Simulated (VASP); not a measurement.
A run of VASP 6.6.1 is set up as follows.

INCAR

```
  PREC = Accurate
  ENCUT = 520
  EDIFF = 1E-6
  ISMEAR = 0
  SIGMA = 0.05
  LREAL = F
  LASPH = T
  NELM = 60
  ALGO = Fast
  ISIF = 2
  LWAVE = F
  LCHARG = F
  GGA = PE
  NBANDS = 19
```

Contents of KPOINTS:

```
regular mesh
0
Gamma
  16 16 8
```

POSCAR

```
Zr
1.0
    3.2341067850      0.0000000000      0.0000000000
   -1.6170533925      2.8008186344      0.0000000000
    0.0000000000      0.0000000000      5.1630721713
Zr
2
Direct
    0.3333333333      0.6666666667      0.7500000000
    0.6666666667      0.3333333333      0.2500000000
```

Potentials or basis: VASP PAW PBE potentials, release 64 (Zr_sv).

Launch:

```console
$ cat potpaw_PBE.64/Zr_sv/POTCAR > POTCAR
$ mpirun -np 1 vasp_std > vasp.out
```

**Question.** Predict the pressure.

**Answer.** 0.0 GPa.

**Question.** Estimate the band gap on the k mesh.

**Answer.** Zero (bands 12 and 13 overlap by 1.22 eV).
